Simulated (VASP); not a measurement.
Crystal: W.

```
W
1.0
     0.00000    2.03000    2.03000
     2.03000    0.00000    2.03000
     2.03000    2.03000    0.00000
W
1
Direct
  0.00000 0.00000 0.00000
```

* Program: VASP 6.6.1
* Task: relaxation of cell and atoms
* Functional: LDA
* Potentials or basis: VASP PAW LDA potentials, release 64 (W_sv)
* Cutoff: 600 eV
* k mesh: 13 × 13 × 13
* Occupations: methfessel-paxton, width 0.05 eV
* Spin: no spin polarisation

At the start: pressure -16.4 GPa; volume 16.73 Å³/atom.

Task: How do energy, volume and symmetry change on relaxing?

Result: Over 7 steps the energy falls by 51.1 meV/atom and the volume is 15.78 Å³/atom (-5.7 %); space group Fm-3m (No. 225, to 0.05 Å).

Step by step:
```tsv
step	energy change (eV)	largest force (eV/Å)	pressure (GPa)	volume (Å³)
1	0.0000	0.0000	-16.37	16.73
2	0.6176	0.0000	89.61	12.92
3	-0.0510	0.0000	-1.03	15.83
4	-0.0511	0.0000	-0.22	15.79
5	-0.0511	0.0000	0.11	15.77
6	-0.0511	0.0000	-0.19	15.79
7	-0.0511	0.0000	-0.02	15.78
```

Final structure:
```yaml
crystal:
  lattice:
    - [0.00000, 1.99061, 1.99061]
    - [1.99061, 0.00000, 1.99061]
    - [1.99061, 1.99061, 0.00000]
  atoms:
    - { symbol: W, position: [0.00000, 0.00000, 0.00000] }
```
